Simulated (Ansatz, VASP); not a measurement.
# One calculation of Ga, two programs

```
Ga
1.0
     1.38300   -4.02650    0.00000
     1.38300    4.02650    0.00000
    -0.11745    0.00000    3.32993
Ga
2
Direct
  0.89258 0.10742 0.20500
  0.10742 0.89258 0.79500
```

Change from the starting cell: shortest bond scaled by 0.82, PAW files.

Alike in both runs: task electric field gradients; functional LDA; k mesh 11 × 11 × 9; occupations fermi-dirac, width 0.05 eV; no spin polarisation.

```csv
,VASP,Ansatz
version,VASP 6.6.1,Ansatz 0.2.0
potentials or method,"VASP PAW LDA potentials, release 64 (Ga_d)","PAW with Ansatz's default frozen-core files, scalar-relativistic"
plane-wave cutoff (eV),400,420
valence electrons in the cell,26,26
```

VASP gave:

```
rms of the force components (eV/Å)                   : 1.809
size of Vzz on the site where it differs most (V/Å²) : 43.2
```

Q: Which values does Ansatz return?

A: rms of the force components (eV/Å): 1.780; size of Vzz on the site where it differs most (V/Å²): 37.4.

LDA's correlation is that of Perdew and Zunger in VASP and of Perdew and Wang (1992) in Ansatz. Atom by atom the forces differ by 0.029 eV/Å (rms over components).
